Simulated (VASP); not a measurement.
BiMo (zincblende type):

```
Mo Bi
1.0
     0.00000    3.21951    3.21951
     3.21951    0.00000    3.21951
     3.21951    3.21951    0.00000
Mo Bi
1 1
Direct
  0.00000 0.00000 0.00000
  0.25000 0.25000 0.25000
```

```yaml
Program: VASP 6.6.1
Task: relaxation of cell and atoms
Functional: PBE
Potentials_or_basis: VASP PAW PBE potentials, release 64 (Mo_sv, Bi_d)
Cutoff: 600 eV
k_mesh: 11 × 11 × 11
Occupations: fermi-dirac, width 0.08 eV
Spin: no spin polarisation
```

At the start: pressure -3.3 GPa; volume 33.37 Å³/atom.

Task: Where does the relaxation end?

Result: Over 3 steps the energy falls by 20.3 meV/atom and the volume is 31.51 Å³/atom (-5.6 %); space group F-43m (No. 216, to 0.1 Å) before and after.

The path:
| step | energy change (eV) | largest force (eV/Å) | pressure (GPa) | volume (Å³) |
| --- | --- | --- | --- | --- |
| 1 | 0.0000 | 0.0000 | -3.31 | 66.74 |
| 2 | -0.0147 | 0.0000 | 3.22 | 60.31 |
| 3 | -0.0405 | 0.0000 | -0.01 | 63.03 |

Final structure:
```
Mo Bi
1.0
     0.00000    3.15867    3.15867
     3.15867    0.00000    3.15867
     3.15867    3.15867    0.00000
Mo Bi
1 1
Direct
  0.00000 0.00000 0.00000
  0.25000 0.25000 0.25000
```
